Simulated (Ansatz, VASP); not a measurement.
# Two plane-wave programs on CoO

INCAR

```
SYSTEM = CoO
PREC = Accurate
ENCUT = 520
EDIFF = 1E-6
ISMEAR = 0
SIGMA = 0.1
LREAL = .FALSE.
LASPH = .TRUE.
NELM = 150
ALGO = Normal
ISIF = 2
LWAVE = .FALSE.
LCHARG = .FALSE.
ISPIN = 2
MAGMOM = 3 -3 0 0
LORBIT = 11
LMAXMIX = 4
GGA = PE
NBANDS = 27
```

File KPOINTS:

```
regular mesh
0
G
  16 16 8
  0 0 0
```

Contents of POSCAR:

```
CoO
1.0
    0.0000000000      2.2499728228      2.2499728228
    2.2499728228      0.0000000000      2.2499728228
    4.4999456457      4.4999456457      0.0000000000
Co O
2 2
Direct
    0.0000000000      1.0000000000      1.0000000000
    0.0000000000      1.0000000000      0.5000000000
    0.2500000000      0.2500000000      0.1250000000
    0.2500000000      0.2500000000      0.6250000000
```

Input for Ansatz:

```yaml
crystal:
  lattice:
    - [0.0, 2.2499728228, 2.2499728228]
    - [2.2499728228, 0.0, 2.2499728228]
    - [4.4999456457, 4.4999456457, 0.0]
  atoms:
    - { symbol: Co, position: [0.0, 1.0, 1.0], spin: 3.0 }
    - { symbol: O, position: [0.25, 0.25, 0.125] }
    - { symbol: Co, position: [0.0, 1.0, 0.5], spin: -3.0 }
    - { symbol: O, position: [0.25, 0.25, 0.625] }
basis:
  ecutwfc: 420
kpoints:
  mp_grid: { grid: [16, 16, 8] }
hamiltonian:
  xc: pbe
scf:
  occupations: { method: gaussian, width: 0.1 }
  lower_state_search: "off"
output:
  forces: true
  stress: true
  eigenvalues: true
  populations: true
magnetization:
  spin_polarized: true
```

Alike in both runs: task single point; functional PBE; k mesh 16 × 16 × 8; occupations gaussian, width 0.1 eV; collinear spin.

|  | VASP | Ansatz |
| --- | --- | --- |
| version | VASP 6.6.1 | Ansatz 0.2.0 |
| potentials or method | VASP PAW PBE potentials, release 64 (Co, O), cutoff 520 eV | scalar-relativistic, plane waves, PAW |
| valence electrons in the cell | 30 | 46 |

Ansatz gave:

```
gap on the k mesh at the Fermi level (eV)                     : none
pressure (GPa)                                                : -0.5
net moment per atom (μB)                                      : 0.00
size of the moment on the site where the two differ most (μB) : 2.10
```

Q: Which values does VASP return?

A: gap on the k mesh at the Fermi level (eV): none; pressure (GPa): -0.5; net moment per atom (μB): 0.00; size of the moment on the site where the two differ most (μB): 2.25.

Site moments also hang on the region over which each program counts them. A gap of «none» marks a metal or a gap that the smearing closes. VASP's potentials hold 30 valence electrons a cell and Ansatz's 46, so a difference there can come from the potentials and not from the codes.
